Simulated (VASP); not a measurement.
# Si (Fm-3m) in VASP: notebook

The runs below take Si through single point, relaxation of cell and atoms, with PBE.

Everything below comes from runs of VASP 6.6.1. Logs are shortened: lines on timing, memory, paths and dates and some standing lists are left out, and cuts for length are marked.

### Step 1. The cell of the first run

The structure is cubic, space group Fm-3m (No. 225). Conventional cell: a = 3.618 Å, b = 3.618 Å, c = 3.618 Å, α = 90.00°, β = 90.00°, γ = 90.00°. Si (site symmetry m-3m) has 12 Si at 2.56 Å within 3.4 Å.

This isn't the form of Si at room conditions, which is diamond.

### Step 2. Single point, PBE (11.84 Å³/atom)

Input file INCAR:

```
ALGO = Normal
EDIFF = 1E-6
ENCUT = 500
GGA = PE
GGA_COMPAT = F
ISIF = 2
ISMEAR = -1
LASPH = T
LCHARG = F
LREAL = F
LWAVE = F
NBANDS = 8
NELM = 120
PREC = Accurate
SIGMA = 0.1
```

Input file KPOINTS:

```
k-points
0
Gamma
  18 18 18
```

Input file POSCAR:

```
Si
1.0
    0.0000000000      1.8089846440      1.8089846440
    1.8089846440      0.0000000000      1.8089846440
    1.8089846440      1.8089846440      0.0000000000
Si
1
Direct
    0.0000000000      0.0000000000      0.0000000000
```

Potentials or basis: VASP PAW PBE potentials, release 64 (Si).

On the command line:

```
$ cat potpaw_PBE.64/Si/POTCAR > POTCAR
$ mpirun -np 1 vasp_std > vasp.out
```

OUTCAR:

```text
EDIFF = 1E-6
   ENCUT = 500
   GGA = PE
   ISIF = 2
   ISMEAR = -1
   LASPH = T
   LREAL = F
   NELM = 120
   PREC = Accurate

 ion  position               nearest neighbor table
   1  0.000  0.000  0.000-

  LATTYP: Found a face centered cubic cell.
 ALAT       =     3.6179692880

  Lattice vectors:

 A1 = (   0.0000000000,   1.8089846440,   1.8089846440)
 A2 = (   1.8089846440,   0.0000000000,   1.8089846440)
 A3 = (   1.8089846440,   1.8089846440,   0.0000000000)

Analysis of symmetry for initial positions (statically):
=====================================================================
 Subroutine PRICEL returns:
 Original cell was already a primitive cell.

 Routine SETGRP: Setting up the symmetry group for a
 face centered cubic supercell.

 Subroutine GETGRP returns: Found 48 space group operations
 (whereof 48 operations were pure point group operations)
 out of a pool of 48 trial point group operations.

The static configuration has the point symmetry O_h .

Analysis of symmetry for dynamics (positions and initial velocities):
=====================================================================
 Subroutine PRICEL returns:
 Original cell was already a primitive cell.

 Routine SETGRP: Setting up the symmetry group for a
 face centered cubic supercell.

 Subroutine GETGRP returns: Found 48 space group operations
 (whereof 48 operations were pure point group operations)
 out of a pool of 48 trial point group operations.

The dynamic configuration has the point symmetry O_h .

 Subroutine INISYM returns: Found 48 space group operations
 (whereof 48 operations are pure point group operations),
 and found     1 'primitive' translations

----------------------------------------------------------------------------------------

                                     Primitive cell

  volume of cell :      11.8395

  direct lattice vectors                    reciprocal lattice vectors
     0.000000000  1.808984644  1.808984644    -0.276398145  0.276398145  0.276398145
     1.808984644  0.000000000  1.808984644     0.276398145 -0.276398145  0.276398145
     1.808984644  1.808984644  0.000000000     0.276398145  0.276398145 -0.276398145

  length of vectors
     2.558290618  2.558290618  2.558290618     0.478735630  0.478735630  0.478735630

  position of ions in fractional coordinates (direct lattice)
     0.000000000  0.000000000  0.000000000

  ion indices of the primitive-cell ions
   primitive index   ion index
                 1           1

----------------------------------------------------------------------------------------

 KPOINTS: k-points

Automatic generation of k-mesh.
 Grid dimensions read from file:
 generate k-points for:   18   18   18

 Generating k-lattice:

  Cartesian coordinates                     Fractional coordinates (reciprocal lattice)
    -0.015355453  0.015355453  0.015355453     0.055555556  0.000000000  0.000000000
     0.015355453 -0.015355453  0.015355453     0.000000000  0.055555556  0.000000000
     0.015355453  0.015355453 -0.015355453     0.000000000  0.000000000  0.055555556

  Length of vectors
     0.026596424  0.026596424  0.026596424

  Shift w.r.t. Gamma in fractional coordinates (k-lattice)
     0.000000000  0.000000000  0.000000000

 Subroutine IBZKPT returns following result:
 ===========================================

 Found    195 irreducible k-points:

 Following reciprocal coordinates:
            Coordinates               Weight
  0.000000  0.000000  0.000000      1.000000
  0.055556  0.000000  0.000000      8.000000
  0.111111  0.000000  0.000000      8.000000
  0.166667  0.000000  0.000000      8.000000
  0.222222  0.000000  0.000000      8.000000
  0.277778  0.000000  0.000000      8.000000
[... 16 lines left out ...]
 -0.277778  0.055556  0.000000     24.000000
 -0.222222  0.055556  0.000000     24.000000
 [... further k-points ...]
   k-points           NKPTS =    195   k-points in BZ     NKDIM =    195   number of bands    NBANDS=      8
   number of dos      NEDOS =    301   number of ions     NIONS =      1
   total plane-waves  NPLWV =   8000
   dimension x,y,z NGX =    20 NGY =   20 NGZ =   20
   dimension x,y,z NGXF=    40 NGYF=   40 NGZF=   40
   ions per type =               1
   NGX,Y,Z   is equivalent  to a cutoff of  13.00, 13.00, 13.00 a.u.
   NGXF,Y,Z  is equivalent  to a cutoff of  25.99, 25.99, 25.99 a.u.
 SYSTEM =  unknown system
   PREC   = accura    normal or accurate (medium, high low for compatibility)
   ISTART =      0    job   : 0-new  1-cont  2-samecut
   ICHARG =      2    charge: 1-file 2-atom 10-const
   ISPIN  =      1    spin polarized calculation?
   LNONCOLLINEAR =      F non collinear calculations
   LSORBIT =      F    spin-orbit coupling
   LASPH  =      T    aspherical Exc in radial PAW
   ENCUT  =  500.0 eV  36.75 Ry    6.06 a.u.   4.66  4.66  4.66*2*pi/ulx,y,z
   NELM   =    120;   NELMIN=  2; NELMDL= -5     # of ELM steps
   EDIFF  = 0.1E-05   stopping-criterion for ELM
   LREAL  =      F    real-space projection
   EDIFFG = 0.1E-04   stopping-criterion for IOM
   NSW    =      0    number of steps for IOM
   IBRION =     -1    ionic relax: 0-MD 1-quasi-New 2-CG
   NFREE  =      0    steps in history (QN), initial steepest desc. (CG)
   ISIF   =      2    stress and relaxation
   ISYM   =      2    0-nonsym 1-usesym 2-fastsym
   POTIM  = 0.5000    time-step for ionic-motion
   TEBEG  =    0.0;   TEEND  =   0.0 temperature during run
   PSTRESS=    0.0 pullay stress
   NELECT =       4.0000    total number of electrons
   NUPDOWN=      -1.0000    fix difference up-down
   EMIN   =  10.00;   EMAX   =-10.00  energy-range for DOS
   EFERMI =   0.00;   METHOD = LEGACY
   ISMEAR =    -1;   SIGMA  =   0.10  broadening in eV -4-tet -1-fermi 0-gaus
   EFERMI_NEDOS =   21; number of points for ismear=-14 and -15
   IALGO  =     38    algorithm
   IMIX   =      4    mixing-type and parameters
     AMIX     =   0.40;   BMIX     =  1.00
     AMIX_MAG =   1.60;   BMIX_MAG =  1.00
  volume/ion in A,a.u.               =      11.84        79.90
  Fermi-wavevector in a.u.,A,eV,Ry     =   1.140206  2.154677 17.688519  1.300069
  Thomas-Fermi vector in A             =   2.276908
   LORBIT       =      0    0 simple, 1 ext, 2 COOP (PROOUT), +10 PAW based schemes
   GGA     = PE    functional components
   LHFCALC =     F    Hartree Fock is set to
   AEXX    =    0.0000 exact exchange contribution
   IVDW    =     0    specifies the selected vdW correction
   LEPSILON=     F    determine dielectric tensor
   LRPA    =     F    only Hartree local field effects (RPA)
 non-spin polarized calculation
  energy-cutoff  :      500.00
  volume of cell :       11.84
 maximum number of plane-waves:       311
   NGX =  9   NGY =  9   NGZ =  9

 number of electron       4.0000000 magnetization

 Free energy of the ion-electron system (eV)
  ---------------------------------------------------
  ext. energy  EPLUGINS =         0.00000000
  ---------------------------------------------------
  free energy    TOTEN  =        -4.71553472 eV

  energy without entropy =       -4.70139580  energy(sigma->0) =       -4.70846526

 E-fermi :  13.1453     XC(G=0): -12.0252

 val. band max:       13.1290299689   @ k =  -0.3889   0.4444   0.1667
 cond. band min:      13.1602610596   @ k =  -0.2778   0.2778   0.0556
 fundamental gap:      0.0312310907
 Fermi energy:        13.1452771951

 k-point     1 :       0.0000    0.0000    0.0000
  band No.  band energies     occupation
      1      -3.4054      2.00000
      2      25.7801      0.00000
      3      25.7801      0.00000
      4      25.7801      0.00000
      5      26.8366      0.00000
      6      26.8366      0.00000
      7      26.8366      0.00000
      8      31.5906      0.00000

 k-point     2 :       0.0556    0.0000    0.0000
  band No.  band energies     occupation
      1      -3.3025      2.00000
      2      23.7937      0.00000
      3      25.2432      0.00000
      4      25.2432      0.00000
      5      27.5178      0.00000
      6      27.5178      0.00000
      7      27.8867      0.00000
      8      32.4935      0.00000

 k-point     3 :       0.1111    0.0000    0.0000
  band No.  band energies     occupation
      1      -2.9943      2.00000
      2      21.1014      0.00000
      3      24.5321      0.00000
      4      24.5321      0.00000
      5      28.2711      0.00000
      6      28.6036      0.00000
      7      28.6036      0.00000
      8      32.1729      0.00000

 k-point     4 :       0.1667    0.0000    0.0000
  band No.  band energies     occupation
      1      -2.4816      2.00000
      2      18.3826      0.00000
      3      23.9505      0.00000
      4      23.9505      0.00000
      5      28.2445      0.00000
      6      29.3016      0.00000
      7      29.3016      0.00000
      8      31.5213      0.00000

 k-point     5 :       0.2222    0.0000    0.0000
  band No.  band energies     occupation
      1      -1.7663      2.00000
      2      15.7450      0.00000
      3      23.5291      0.00000
      4      23.5291      0.00000
      5      28.1409      0.00000
      6      28.6288      0.00000
      7      28.6288      0.00000
      8      32.4437      0.00000

 k-point     6 :       0.2778    0.0000    0.0000
  band No.  band energies     occupation
      1      -0.8506      2.00000
      2      13.2314      0.59419
      3      23.2740      0.00000
      4      23.2740      0.00000
      5      27.5192      0.00000
      6      27.5192      0.00000
      7      28.0867      0.00000
      8      33.2797      0.00000

 k-point     7 :       0.3333    0.0000    0.0000
  band No.  band energies     occupation
      1       0.2625      2.00000
      2      10.8638      2.00000
      3      23.1852      0.00000
      4      23.1852      0.00000
      5      26.4615      0.00000
      6      26.4615      0.00000
      7      28.1392      0.00000
      8      32.1353      0.00000

 k-point     8 :       0.3889    0.0000    0.0000
  band No.  band energies     occupation
      1       1.5698      2.00000
      2       8.6556      2.00000
      3      23.2558      0.00000
      4      23.2558      0.00000
      5      25.5498      0.00000
      6      25.5498      0.00000
      7      28.3204      0.00000
      8      31.1353      0.00000

 k-point     9 :       0.4444    0.0000    0.0000
  band No.  band energies     occupation
      1       3.0671      2.00000
      2       6.6160      2.00000
      3      23.4560      0.00000
      4      23.4560      0.00000
      5      24.8390      0.00000
      6      24.8390      0.00000
      7      28.6070      0.00000
      8      30.3433      0.00000

 k-point    10 :       0.5000    0.0000    0.0000
  band No.  band energies     occupation
      1       4.7122      2.00000
      2       4.7898      2.00000
      3      23.6181      0.00000
      4      23.6181      0.00000
      5      24.5058      0.00000
      6      24.5058      0.00000
      7      28.8057      0.00000
      8      29.9738      0.00000
[... 78 lines left out ...]
 k-point    18 :       0.4444    0.0556    0.0000
  band No.  band energies     occupation
      1       2.6355      2.00000
      2       7.3622      2.00000
      3      22.1266      0.00000
      4      22.8495      0.00000
      5      24.1411      0.00000
      6      26.4483      0.00000
      7      29.3763      0.00000
      8      31.3888      0.00000

 k-point    19 :       0.5000    0.0556    0.0000
  band No.  band energies     occupation
      1       4.2556      2.00000
      2       5.4409      2.00000
      3      22.2212      0.00000
      4      22.4954      0.00000
      5      24.4858      0.00000
      6      25.8026      0.00000
      7      29.4995      0.00000
      8      30.9846      0.00000

 k-point    20 :      -0.4444    0.0556    0.0000
  band No.  band energies     occupation
      1       3.6955      2.00000
      2       6.0612      2.00000
      3      21.7306      0.00000
      4      23.0195      0.00000
      5      25.0405      0.00000
      6      25.3425      0.00000
      7      29.3284      0.00000
      8      31.1978      0.00000

 k-point    21 :      -0.3889    0.0556    0.0000
  band No.  band energies     occupation
      1       2.1367      2.00000
      2       8.0412      2.00000
      3      21.4059      0.00000
      4      23.6582      0.00000
      5      25.1092      0.00000
      6      25.7753      0.00000
      7      29.0410      0.00000
      8      31.8475      0.00000

 k-point    22 :      -0.3333    0.0556    0.0000
  band No.  band energies     occupation
      1       0.7663      2.00000
      2      10.1917      2.00000
      3      21.2540      0.00000
      4      24.2385      0.00000
      5      25.2712      0.00000
      6      26.6759      0.00000
      7      28.8270      0.00000
      8      32.7129      0.00000

 k-point    23 :      -0.2778    0.0556    0.0000
  band No.  band energies     occupation
      1      -0.4113      2.00000
      2      12.5036      1.99674
      3      21.2773      0.00000
      4      24.5448      0.00000
      5      26.0285      0.00000
      6      27.7224      0.00000
      7      28.7293      0.00000
      8      33.3897      0.00000

 k-point    24 :      -0.2222    0.0556    0.0000
  band No.  band energies     occupation
      1      -1.3927      2.00000
      2      14.9638      0.00000
      3      21.4761      0.00000
      4      24.8174      0.00000
      5      27.0892      0.00000
      6      28.7063      0.00000
      7      28.8981      0.00000
      8      31.6453      0.00000

 [... further k-points ...]

------------------------ aborting loop because EDIFF is reached ----------------------------------------

  FORCE on cell =-STRESS in cart. coord.  units (eV):
  Direction    XX          YY          ZZ          XY          YZ          ZX
  --------------------------------------------------------------------------------------
  -------------------------------------------------------------------------------------
  Total        1.8830541      1.8830541      1.8830541      0.0000000     -0.0000000      0.0000000
  in kB      254.8230693    254.8230693    254.8230693      0.0000000     -0.0000000      0.0000000
  external PRESSURE =     254.8230693 kB  Pullay stress =       0.0000000 kB

 VOLUME and BASIS-vectors are now :
 -----------------------------------------------------------------------------
  energy-cutoff  :      500.00
  volume of cell :       11.84
      direct lattice vectors                 reciprocal lattice vectors
     0.000000000  1.808984644  1.808984644    -0.276398145  0.276398145  0.276398145
     1.808984644  0.000000000  1.808984644     0.276398145 -0.276398145  0.276398145
     1.808984644  1.808984644  0.000000000     0.276398145  0.276398145 -0.276398145

 POSITION                                       TOTAL-FORCE (eV/Angst)
 -----------------------------------------------------------------------------------
      0.00000      0.00000      0.00000         0.000000      0.000000      0.000000
 -----------------------------------------------------------------------------------
    total drift:                                0.000000     -0.000000     -0.000000

  FREE ENERGIE OF THE ION-ELECTRON SYSTEM (eV)
  ---------------------------------------------------
  free  energy   TOTEN  =        -4.7155347222 eV

  energy  without entropy=       -4.7013957977  energy(sigma->0) =       -4.70846526
```

It took 12 s on 1 thread of AMD EPYC 7R43 (Zen 3), shared host; peak memory 0.09 GiB.

What came out:

| Quantity | Value |
| --- | --- |
| Free energy | -4.7155 eV |
| Pressure | 25.5 GPa |
| Band gap on the k mesh | zero (bands 2 and 3 overlap by 16.13 eV) |

Caveat: the cell stands under pressure.

### Step 3. Single point, PBE

This run uses another cell than the first one, of 14.51 Å³/atom.

Input file INCAR:

```
SYSTEM = Si
ALGO = Normal
EDIFF = 1E-6
ENCUT = 500
GGA = PE
GGA_COMPAT = .FALSE.
ISIF = 2
ISMEAR = -1
LASPH = .TRUE.
LCHARG = .FALSE.
LREAL = .FALSE.
LWAVE = .FALSE.
NBANDS = 8
NELM = 120
PREC = Accurate
SIGMA = 0.1
```

Input file KPOINTS:

```
k-points
0
G
  17 17 17
  0 0 0
```

Input file POSCAR:

```
Si
1.0
    0.0000000000      1.9358490692      1.9358490692
    1.9358490692      0.0000000000      1.9358490692
    1.9358490692      1.9358490692      0.0000000000
Si
1
Direct
    0.0000000000      0.0000000000      0.0000000000
```

Potentials or basis: VASP PAW PBE potentials, release 64 (Si).

On the command line:

```
$ cat potpaw_PBE.64/Si/POTCAR > POTCAR
$ mpirun -np 1 vasp_std > vasp.out
```

Wall time 11 s (1 thread of AMD EPYC 7R43 (Zen 3), shared host); peak memory 0.09 GiB.

It converged, with:

| Property | Result |
| --- | --- |
| Free energy | -4.8928 eV |
| Pressure | -0.1 GPa |
| Band gap on the k mesh | zero (bands 2 and 3 overlap by 14.06 eV) |

Levels at points of the mesh, in eV from the Fermi level:
| k point | band 1 | band 2 | band 3 | band 4 | band 5 | band 6 | band 7 |
| --- | --- | --- | --- | --- | --- | --- | --- |
| (0.00, 0.00, 0.00) | -14.46 | 11.07 | 11.07 | 11.07 | 11.88 | 11.88 | 11.88 |

[end of part 1 of 2]
